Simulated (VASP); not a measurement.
# In3GaSb2N2 (P3m1) in VASP: single point with PBE

Aim: the single point of In3GaSb2N2 with PBE.

All numbers are computed with VASP 6.6.1; they aren't measurements. Logs are shortened: lines on timing, memory, paths and dates and some standing lists are left out, and cuts for length are marked.

## (1) The cell of the first run

The structure is trigonal, space group P3m1 (No. 156). The conventional cell has a = 3.337 Å, b = 3.337 Å, c = 17.923 Å, α = 90.00°, β = 90.00°, γ = 120.00°. Within 4.1 Å of In (site symmetry 3m) lie 4 Sb at 3.09 to 3.78 Å and 6 In at 3.34 Å. Within 3.0 Å of In (site symmetry 3m) lie 3 N at 2.12 Å and 1 Sb at 2.91 Å. Within 3.0 Å of In (site symmetry 3m) lie 1 N at 2.26 Å. Ga (site symmetry 3m) has 4 N at 1.95 to 2.02 Å within 2.6 Å. Sb (site symmetry 3m) has 4 In at 3.09 to 3.55 Å and 6 Sb at 3.34 Å within 4.1 Å. Sb (site symmetry 3m) has 4 In at 2.91 to 3.78 Å and 6 Sb at 3.34 Å within 3.8 Å. N (site symmetry 3m) has 1 Ga at 1.95 Å and 3 In at 2.12 Å within 2.6 Å. N (site symmetry 3m) has 3 Ga at 2.02 Å and 1 In at 2.26 Å within 2.7 Å.

## (2) Single point, PBE

INCAR

```
ALGO = Normal
EDIFF = 1E-7
ENCUT = 520
GGA = PE
ISIF = 2
ISMEAR = 0
LASPH = T
LCHARG = T
LELF = T
LREAL = F
LVHAR = T
LWAVE = F
NBANDS = 46
NELM = 100
PREC = Accurate
SIGMA = 0.2
```

KPOINTS

```
k-points
0
Gamma
  6 6 2
```

POSCAR

```
In3GaSb2N2
1.0
    3.3369042187      0.0000000000      0.0000000000
   -1.6684521093      2.8898438234      0.0000000000
    0.0000000000      0.0000000000     17.9229542562
In Ga Sb N
3 1 2 2
Direct
    0.6666666667      0.3333333333      0.5241788290
    0.3333333333      0.6666666667      0.1803432659
    0.3333333333      0.6666666667      0.8633845931
    0.0000000000      0.0000000000      0.0223910437
    0.6666666667      0.3333333333      0.6967870018
    0.3333333333      0.6666666667      0.3426015419
    0.0000000000      0.0000000000      0.1310781506
    0.3333333333      0.6666666667      0.9892355741
```

Potentials or basis: VASP PAW PBE potentials, release 64 (In_d, Ga_d, Sb, N).

The run is started by

```sh
> cat potpaw_PBE.64/In_d/POTCAR potpaw_PBE.64/Ga_d/POTCAR potpaw_PBE.64/Sb/POTCAR potpaw_PBE.64/N/POTCAR > POTCAR
> mpirun -np 1 vasp_std > vasp.out
```

OUTCAR:

```text
EDIFF = 1E-7
   ENCUT = 520
   GGA = PE
   ISIF = 2
   ISMEAR = 0
   LASPH = T
   LREAL = F
   NELM = 100
   PREC = Accurate

 ion  position               nearest neighbor table
   1  0.667  0.333  0.524-   5 3.09   6 3.78   6 3.78   6 3.78
   2  0.333  0.667  0.180-   7 2.12   7 2.12   7 2.12   6 2.91   4 3.42   4 3.42   4 3.42
   3  0.333  0.667  0.863-   8 2.26   4 3.44   4 3.44   4 3.44   5 3.55   5 3.55   5 3.55
   4  0.000  0.000  0.022-   7 1.95   8 2.02   8 2.02   8 2.02   2 3.42   2 3.42   2 3.42   3 3.44
                             3 3.44   3 3.44
   5  0.667  0.333  0.697-   1 3.09   3 3.55   3 3.55   3 3.55
   6  0.333  0.667  0.343-   2 2.91   1 3.78   1 3.78   1 3.78
   7  0.000  0.000  0.131-   4 1.95   2 2.12   2 2.12   2 2.12
   8  0.333  0.667  0.989-   4 2.02   4 2.02   4 2.02   3 2.26

  LATTYP: Found a hexagonal cell.
 ALAT       =     3.3369042187
 C/A-ratio  =     5.3711323675

  Lattice vectors:

 A1 = (   3.3369042187,   0.0000000000,   0.0000000000)
 A2 = (  -1.6684521093,   2.8898438234,   0.0000000000)
 A3 = (   0.0000000000,   0.0000000000,  17.9229542562)

Analysis of symmetry for initial positions (statically):
=====================================================================
 Subroutine PRICEL returns:
 Original cell was already a primitive cell.

 Routine SETGRP: Setting up the symmetry group for a
 hexagonal supercell.

 Subroutine GETGRP returns: Found  6 space group operations
 (whereof  6 operations were pure point group operations)
 out of a pool of 24 trial point group operations.

The static configuration has the point symmetry C_3v.

Analysis of symmetry for dynamics (positions and initial velocities):
=====================================================================
 Subroutine PRICEL returns:
 Original cell was already a primitive cell.

 Routine SETGRP: Setting up the symmetry group for a
 hexagonal supercell.

 Subroutine GETGRP returns: Found  6 space group operations
 (whereof  6 operations were pure point group operations)
 out of a pool of 24 trial point group operations.

The dynamic configuration has the point symmetry C_3v.

 Subroutine INISYM returns: Found  6 space group operations
 (whereof  6 operations are pure point group operations),
 and found     1 'primitive' translations

----------------------------------------------------------------------------------------

                                     Primitive cell

  volume of cell :     172.8334

  direct lattice vectors                    reciprocal lattice vectors
     3.336904219  0.000000000  0.000000000     0.299678964  0.173019731  0.000000000
    -1.668452109  2.889843823  0.000000000     0.000000000  0.346039461  0.000000000
     0.000000000  0.000000000 17.922954256     0.000000000  0.000000000  0.055794373

  length of vectors
     3.336904219  3.336904219 17.922954256     0.346039461  0.346039461  0.055794373

  position of ions in fractional coordinates (direct lattice)
     0.666666667  0.333333333  0.524178829
     0.333333333  0.666666667  0.180343266
     0.333333333  0.666666667  0.863384593
     0.000000000  0.000000000  0.022391044
     0.666666667  0.333333333  0.696787002
     0.333333333  0.666666667  0.342601542
     0.000000000  0.000000000  0.131078151
     0.333333333  0.666666667  0.989235574

  ion indices of the primitive-cell ions
   primitive index   ion index
                 1           1
                 2           2
                 3           3
                 4           4
                 5           5
                 6           6
                 7           7
                 8           8

----------------------------------------------------------------------------------------

 KPOINTS: k-points

Automatic generation of k-mesh.
 Grid dimensions read from file:
 generate k-points for:    6    6    2

 Generating k-lattice:

  Cartesian coordinates                     Fractional coordinates (reciprocal lattice)
     0.049946494  0.028836622  0.000000000     0.166666667  0.000000000  0.000000000
     0.000000000  0.057673244  0.000000000     0.000000000  0.166666667  0.000000000
     0.000000000  0.000000000  0.027897187     0.000000000  0.000000000  0.500000000

  Length of vectors
     0.057673244  0.057673244  0.027897187

  Shift w.r.t. Gamma in fractional coordinates (k-lattice)
     0.000000000  0.000000000  0.000000000

 Subroutine IBZKPT returns following result:
 ===========================================

 Found     14 irreducible k-points:

 Following reciprocal coordinates:
            Coordinates               Weight
  0.000000  0.000000  0.000000      1.000000
  0.166667 -0.000000  0.000000      6.000000
  0.333333 -0.000000  0.000000      6.000000
  0.500000 -0.000000  0.000000      3.000000
  0.166667  0.166667  0.000000      6.000000
  0.333333  0.166667  0.000000     12.000000
  0.333333  0.333333  0.000000      2.000000
  0.000000  0.000000  0.500000      1.000000
  0.166667 -0.000000  0.500000      6.000000
  0.333333 -0.000000  0.500000      6.000000
  0.500000 -0.000000  0.500000      3.000000
  0.166667  0.166667  0.500000      6.000000
  0.333333  0.166667  0.500000     12.000000
  0.333333  0.333333  0.500000      2.000000
   k-points           NKPTS =     14   k-points in BZ     NKDIM =     14   number of bands    NBANDS=     46
   number of dos      NEDOS =    301   number of ions     NIONS =      8
   total plane-waves  NPLWV = 109760
   dimension x,y,z NGX =    28 NGY =   28 NGZ =  140
   dimension x,y,z NGXF=    56 NGYF=   56 NGZF=  280
   ions per type =               3   1   2   2
   NGX,Y,Z   is equivalent  to a cutoff of  13.95, 13.95, 12.99 a.u.
   NGXF,Y,Z  is equivalent  to a cutoff of  27.90, 27.90, 25.97 a.u.
 SYSTEM =  unknown system
   PREC   = accura    normal or accurate (medium, high low for compatibility)
   ISTART =      0    job   : 0-new  1-cont  2-samecut
   ICHARG =      2    charge: 1-file 2-atom 10-const
   ISPIN  =      1    spin polarized calculation?
   LNONCOLLINEAR =      F non collinear calculations
   LSORBIT =      F    spin-orbit coupling
   LASPH  =      T    aspherical Exc in radial PAW
   ENCUT  =  520.0 eV  38.22 Ry    6.18 a.u.   6.20  6.20 33.32*2*pi/ulx,y,z
   NELM   =    100;   NELMIN=  2; NELMDL= -5     # of ELM steps
   EDIFF  = 0.1E-06   stopping-criterion for ELM
   LREAL  =      F    real-space projection
   EDIFFG = 0.1E-05   stopping-criterion for IOM
   NSW    =      0    number of steps for IOM
   IBRION =     -1    ionic relax: 0-MD 1-quasi-New 2-CG
   NFREE  =      0    steps in history (QN), initial steepest desc. (CG)
   ISIF   =      2    stress and relaxation
   ISYM   =      2    0-nonsym 1-usesym 2-fastsym
   POTIM  = 0.5000    time-step for ionic-motion
   TEBEG  =    0.0;   TEEND  =   0.0 temperature during run
   PSTRESS=    0.0 pullay stress
   NELECT =      72.0000    total number of electrons
   NUPDOWN=      -1.0000    fix difference up-down
   EMIN   =  10.00;   EMAX   =-10.00  energy-range for DOS
   EFERMI =   0.00;   METHOD = LEGACY
   ISMEAR =     0;   SIGMA  =   0.20  broadening in eV -4-tet -1-fermi 0-gaus
   EFERMI_NEDOS =   21; number of points for ismear=-14 and -15
   IALGO  =     38    algorithm
   IMIX   =      4    mixing-type and parameters
     AMIX     =   0.40;   BMIX     =  1.00
     AMIX_MAG =   1.60;   BMIX_MAG =  1.00
  volume/ion in A,a.u.               =      21.60       145.79
  Fermi-wavevector in a.u.,A,eV,Ry     =   1.222671  2.310514 20.339695  1.494925
  Thomas-Fermi vector in A             =   2.357810
   LORBIT       =      0    0 simple, 1 ext, 2 COOP (PROOUT), +10 PAW based schemes
   GGA     = PE    functional components
   LHFCALC =     F    Hartree Fock is set to
   AEXX    =    0.0000 exact exchange contribution
   IVDW    =     0    specifies the selected vdW correction
   LEPSILON=     F    determine dielectric tensor
   LRPA    =     F    only Hartree local field effects (RPA)
 non-spin polarized calculation
 Gauss-broadening in eV      SIGMA  =   0.20
  energy-cutoff  :      520.00
  volume of cell :      172.83
 maximum number of plane-waves:      4675
 NGX is ok and might be reduce to    28
   NGX = 13   NGY = 13   NGZ = 67

 number of electron      72.0000007 magnetization

 Free energy of the ion-electron system (eV)
  ---------------------------------------------------
  ext. energy  EPLUGINS =         0.00000000
  ---------------------------------------------------
  free energy    TOTEN  =       -34.79608270 eV

  energy without entropy =      -34.68244476  energy(sigma->0) =      -34.73926373

 E-fermi :   6.4412     XC(G=0): -10.1363

 val. band max:        6.4240353247   @ k =   0.3333   0.1667   0.0000
 cond. band min:       6.4427078312   @ k =   0.3333   0.1667   0.5000
 fundamental gap:      0.0186725065
 Fermi energy:         6.4412125045

 k-point     1 :       0.0000    0.0000    0.0000
  band No.  band energies     occupation
      1      -9.0671      2.00000
      2      -8.8095      2.00000
      3      -8.0971      2.00000
      4      -8.0202      2.00000
      5      -8.0202      2.00000
      6      -7.9432      2.00000
[... 38 lines left out ...]
     45      15.4293      0.00000
     46      15.4293      0.00000

 k-point     2 :       0.1667   -0.0000    0.0000
  band No.  band energies     occupation
      1      -8.9865      2.00000
      2      -8.8026      2.00000
      3      -8.0752      2.00000
      4      -8.0110      2.00000
      5      -7.9659      2.00000
      6      -7.9505      2.00000
[... 38 lines left out ...]
     45      13.4084      0.00000
     46      14.0093      0.00000

 k-point     3 :       0.3333   -0.0000    0.0000
  band No.  band energies     occupation
      1      -8.9889      2.00000
      2      -8.7336      2.00000
      3      -8.1251      2.00000
      4      -8.0245      2.00000
      5      -7.9689      2.00000
      6      -7.9052      2.00000
[... 38 lines left out ...]
     45      12.7488      0.00000
     46      12.9454      0.00000

 k-point     4 :       0.5000   -0.0000    0.0000
  band No.  band energies     occupation
      1      -9.0336      2.00000
      2      -8.6968      2.00000
      3      -8.1551      2.00000
      4      -8.0563      2.00000
      5      -8.0091      2.00000
      6      -7.8785      2.00000
[... 430 lines left out ...]
     45      11.6394      0.00000
     46      12.4646      0.00000

 k-point    13 :       0.3333    0.1667    0.5000
  band No.  band energies     occupation
      1      -9.0110      2.00000
      2      -8.6926      2.00000
      3      -8.0686      2.00000
      4      -7.9874      2.00000
      5      -7.9758      2.00000
      6      -7.9007      2.00000
[... 38 lines left out ...]
     45      11.3148      0.00000
     46      11.7284      0.00000

 k-point    14 :       0.3333    0.3333    0.5000
  band No.  band energies     occupation
      1      -9.0121      2.00000
      2      -8.6731      2.00000
      3      -7.9572      2.00000
      4      -7.9557      2.00000
      5      -7.9080      2.00000
      6      -7.9073      2.00000
[... 38 lines left out ...]
     45      11.0584      0.00000
     46      12.0222      0.00000

------------------------ aborting loop because EDIFF is reached ----------------------------------------

  FORCE on cell =-STRESS in cart. coord.  units (eV):
  Direction    XX          YY          ZZ          XY          YZ          ZX
  --------------------------------------------------------------------------------------
  -------------------------------------------------------------------------------------
  Total        1.3519271      1.3519271     -0.6790049      0.0000000     -0.0000000      0.0000000
  in kB       12.5324547     12.5324547     -6.2944210      0.0000000     -0.0000000      0.0000000
  external PRESSURE =       6.2568295 kB  Pullay stress =       0.0000000 kB

 VOLUME and BASIS-vectors are now :
 -----------------------------------------------------------------------------
  energy-cutoff  :      520.00
  volume of cell :      172.83
      direct lattice vectors                 reciprocal lattice vectors
     3.336904219  0.000000000  0.000000000     0.299678964  0.173019731  0.000000000
    -1.668452109  2.889843823  0.000000000     0.000000000  0.346039461  0.000000000
     0.000000000  0.000000000 17.922954256     0.000000000  0.000000000  0.055794373

 POSITION                                       TOTAL-FORCE (eV/Angst)
 -----------------------------------------------------------------------------------
      1.66845      0.96328      9.39483         0.000000      0.000000      0.051804
     -0.00000      1.92656      3.23228         0.000000     -0.000000      0.032512
     -0.00000      1.92656     15.47440         0.000000     -0.000000     -0.111177
      0.00000      0.00000      0.40131        -0.000000     -0.000000      0.026719
      1.66845      0.96328     12.48848         0.000000     -0.000000      0.009906
     -0.00000      1.92656      6.14043         0.000000     -0.000000      0.032819
      0.00000      0.00000      2.34931         0.000000     -0.000000     -0.028711
     -0.00000      1.92656     17.73002         0.000000     -0.000000     -0.013871
 -----------------------------------------------------------------------------------
    total drift:                                0.000001     -0.000000     -0.000104

  FREE ENERGIE OF THE ION-ELECTRON SYSTEM (eV)
  ---------------------------------------------------
  free  energy   TOTEN  =       -34.7960826958 eV

  energy  without entropy=      -34.6824447637  energy(sigma->0) =      -34.73926373
```

Wall time 5.2 min (1 thread of Intel Xeon Platinum 8488C (Sapphire Rapids), shared host); peak memory 0.39 GiB.

What came out:

```yaml
Free_energy: -34.7961 eV
Pressure: 0.6 GPa
Largest_force: 0.111 eV/Å
Band_gap_on_the_k_mesh: zero (bands 36 and 37 overlap by 3.03 eV)
```

Forces in eV/Å, atoms in the order of the input:
```
In   0.000  0.000  0.052
In   0.000  0.000  0.033
In   0.000  0.000 -0.111
Ga   0.000  0.000  0.027
Sb   0.000  0.000  0.010
Sb   0.000  0.000  0.033
N    0.000  0.000 -0.029
N    0.000  0.000 -0.014
```

Levels at points of the mesh, in eV from the Fermi level:
```tsv
k point	band 34	band 35	band 36	band 37	band 38	band 39
(0.00, 0.00, 0.00)	-0.39	0.20	2.48	2.96	4.91	5.17
(0.50, 0.00, 0.00)	-1.46	-1.46	-1.13	-0.28	0.83	2.31
(0.00, 0.00, 0.50)	-0.39	1.24	1.63	3.16	5.17	5.17
(0.50, 0.00, 0.50)	-1.46	-1.37	-0.77	-0.55	0.71	2.31
```

Caveat: the k points lie up to 0.36 Å⁻¹ apart, too coarse for converged energies and pressures of a metal; spin-orbit coupling is left out, which moves the levels of the heavy elements.
